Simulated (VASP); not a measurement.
A run of VASP 6.6.1 is set up as follows.

The input INCAR:

```
PREC = Accurate
ENCUT = 500
EDIFF = 1E-6
ISMEAR = 1
SIGMA = 0.05
LREAL = F
LASPH = T
NELM = 120
ALGO = Normal
ISIF = 2
LWAVE = F
LCHARG = F
GGA = PE
IVDW = 13
NBANDS = 14
GGA_COMPAT = F
```

File KPOINTS:

```
regular mesh
0
Gamma
  9 9 9
```

POSCAR

```
Bi
1.0
   -1.9814305300      1.9814305300      1.9814305300
    1.9814305300     -1.9814305300      1.9814305300
    1.9814305300      1.9814305300     -1.9814305300
Bi
1
Direct
    0.0000000000      0.0000000000      0.0000000000
```

Potentials or basis: VASP PAW PBE potentials, release 64 (Bi_d).

Command:

```bash
$ cat potpaw_PBE.64/Bi_d/POTCAR > POTCAR
$ mpirun -np 1 vasp_std > vasp.out
```

(1) Predict the band gap on the k mesh.

(2) Predict the dispersion energy per atom.

(3) Estimate the pressure.

Results:

(1) zero (an odd number of electrons rules out a gap without spin polarisation).

(2) -0.547 eV.

(3) -1.8 GPa.

Caveat: spin-orbit coupling is left out, which moves the levels of the heavy elements.
